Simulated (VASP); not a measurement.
Input of a VASP 6.6.1 run:

File INCAR:

```
ALGO = Normal ; EDIFF = 1E-6
ENCUT = 520 ; GGA = PE
ISIF = 2 ; ISMEAR = 0
LASPH = T ; LCHARG = T
LELF = T ; LREAL = F
LVHAR = T ; LWAVE = F
NBANDS = 20 ; NELM = 80
PREC = Accurate ; SIGMA = 0.1
```

File KPOINTS:

```
k-points
0
Gamma
  6 6 4
```

The input POSCAR:

```
TiC3
1.0
    4.8844242800      0.0000000000      0.0000000000
   -2.4422121400      4.2300355100      0.0000000000
    0.0000000000      0.0000000000      5.3473835500
Ti C
1 3
Direct
    0.0000000000      0.0000000000      0.0000000000
    0.0000000000      0.0000000000      0.5000000000
    0.3333333300      0.6666666700      0.0000000000
    0.6666666700      0.3333333300      0.0000000000
```

Potentials or basis: VASP PAW PBE potentials, release 64 (Ti_sv, C).

Command:

```console
$ cat potpaw_PBE.64/Ti_sv/POTCAR potpaw_PBE.64/C/POTCAR > POTCAR
$ mpirun -np 1 vasp_std > vasp.out
```

Question: Predict the pressure.

Answer: -19.4 GPa.

Question: Estimate the band gap on the k mesh.

Answer: Zero (band 12 reaches -0.65 eV, above the bottom of band 13 at -1.05 eV).

Stress tensor (GPa, compression positive):
```
-19.85   0.00   0.00
  0.00 -19.85   0.00
  0.00   0.00 -18.37
```
